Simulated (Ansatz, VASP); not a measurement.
## One calculation of SnO2, two programs

```
CELL_PARAMETERS angstrom
4.73800 0.00000 0.00000
0.00000 4.73800 0.00000
0.00000 0.00000 3.18650
ATOMIC_POSITIONS crystal
Sn 0.50000 0.50000 0.50000
Sn 0.00000 0.00000 0.00000
O 0.80710 0.19290 0.50000
O 0.69290 0.69290 0.00000
O 0.19290 0.80710 0.50000
O 0.30710 0.30710 0.00000
```

Alike in both runs: task relaxation of cell and atoms; functional PBEsol; dispersion D4; k mesh 6 × 6 × 8; occupations fermi-dirac, width 0.05 eV; no spin polarisation.

```csv
,VASP,Ansatz
version,VASP 6.6.1,Ansatz 0.2.0
potentials or method,"VASP PAW PBE potentials, release 64 (Sn_d, O)",Ansatz PAW
plane-wave cutoff (eV),600,420
valence electrons in the cell,52,52
```

|  | VASP | Ansatz | Ansatz less VASP |
| --- | --- | --- | --- |
| relaxed volume (Å³/atom) | 12.08 | 12.05 | -0.027 |
| relaxed cell length with the largest relative difference (Å) | 3.209 | 3.206 | -0.0032 |

VASP's potentials were made for PBE, not for PBEsol.

Noted on Ansatz's run: the plane-wave basis is chosen anew once the cell has moved, so the energies of steps on either side of that aren't comparable.
